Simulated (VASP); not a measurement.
A run of VASP 6.6.1:

File INCAR:

```
ALGO     = Normal         # electronic algorithm
EDIFF    = 1E-7           # SCF threshold, eV
EDIFFG   = -0.002         # ionic threshold
ENCUT    = 500            # plane-wave cutoff, eV
GGA      = PE             # functional
GGA_COMPAT= False        
IBRION   = 2              # ionic algorithm
ISIF     = 3              # what is computed and relaxed
ISMEAR   = 0              # smearing method
IVDW     = 12             # dispersion correction
LASPH    = True           # aspherical terms in the spheres
LCHARG   = False          # write CHGCAR
LREAL    = False          # projectors in reciprocal space
LWAVE    = False          # write WAVECAR
NELM     = 120            # most SCF steps
NELMIN   = 4            
NSW      = 100            # ionic steps
PREC     = Accurate       # precision mode
SIGMA    = 0.1            # smearing width, eV
```

The input KPOINTS:

```
k-points
0
Gamma
  18 18 18
```

Contents of POSCAR:

```
Al
1.0
    0.0000000000      2.0100000000      2.0100000000
    2.0100000000      0.0000000000      2.0100000000
    2.0100000000      2.0100000000      0.0000000000
Al
1
Direct
    0.0000000000      0.0000000000      0.0000000000
```

Potentials or basis: VASP PAW PBE potentials, release 64 (Al).

Command:

```sh
$ cat potpaw_PBE.64/Al/POTCAR > POTCAR
$ mpirun -np 1 vasp_std > vasp.out
```

Hardware: 1 thread of AMD EPYC 7R13, with other jobs on the host.

Problem. How long does it take, and how much memory?

Solution. It took 48 s on 1 thread of AMD EPYC 7R13, with other jobs on the host, peak memory 0.12 GiB. Counts: scf iterations 22, k points 195, ion steps 3.
